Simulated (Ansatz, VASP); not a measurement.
**Ag in VASP and in Ansatz**

```
Ag
1.0
     6.59612    0.00000    0.00000
     0.00000    6.59612    0.00000
     0.00000    0.00000    2.72414
Ag
4
Direct
  0.20471 0.50000 0.00000
  0.79529 0.50000 0.00000
  0.50000 0.20471 0.00000
  0.50000 0.79529 0.00000
```

Alike in both runs: functional PBE; k mesh 8 × 8 × 16; occupations gaussian, width 0.1 eV; no spin polarisation.

Ansatz relaxed the structure, and its values are those at the end. VASP's run is a single point on that final structure, the one shown.

|  | VASP | Ansatz |
| --- | --- | --- |
| version | VASP 6.6.1 | Ansatz 0.2.0 |
| potentials or method | VASP PAW PBE potentials, release 64 (Ag), cutoff 520 eV | scalar-relativistic, plane waves, PAW |
| valence electrons in the cell | 44 | 76 |

```tsv
	VASP	Ansatz	Ansatz less VASP
gap on the k mesh at the Fermi level (eV)	none	none	-
pressure (GPa)	-0.1	0.0	+0.06
```

A gap of «none» marks a metal or a gap that the smearing closes. VASP's potentials hold 44 valence electrons a cell and Ansatz's 76, so a difference there can come from the potentials and not from the codes.
